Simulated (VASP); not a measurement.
SnTe, 2 atoms in the cell. Symmetry: I4mm, No. 107, tetragonal system. Conventional cell: a = 4.610 Å, b = 4.610 Å, c = 6.519 Å, α = 90.00°, β = 90.00°, γ = 90.00°. Sn (site symmetry 4mm) has 6 Te at 3.08 to 3.44 Å within 4.1 Å. Within 4.1 Å of Te (site symmetry 4mm) lie 6 Sn at 3.08 to 3.44 Å.  This cell differs from its parent crystal: atoms displaced along a vibrational mode, the cell strained.

* Program: VASP 6.6.1
* Task: single point
* Functional: PBE
* Potentials or basis: VASP PAW PBE potentials, release 64 (Sn_d, Te)
* Cutoff: 520 eV
* k mesh: 10 × 10 × 10
* Occupations: gaussian, width 0.03 eV
* Spin: no spin polarisation
* Dipole correction: no
* Further INCAR settings: ALGO = Normal; EDIFF = 1e-06; NBANDS = 17

Potentials or basis: VASP PAW PBE potentials, release 64 (Sn_d, Te).

Run with:

```bash
$ cat potpaw_PBE.64/Sn_d/POTCAR potpaw_PBE.64/Te/POTCAR > POTCAR
$ mpirun -np 1 vasp_std > vasp.out
```

Hardware: 1 thread of Intel(R) Xeon(R) 6975P-C (Granite Rapids) (shared host).

Q: How long does it take, and how much memory?

A: Wall time 49 s on 1 thread of Intel(R) Xeon(R) 6975P-C (Granite Rapids), on a shared host, peak memory 0.28 GiB. Counts: scf iterations 12, k points 102.
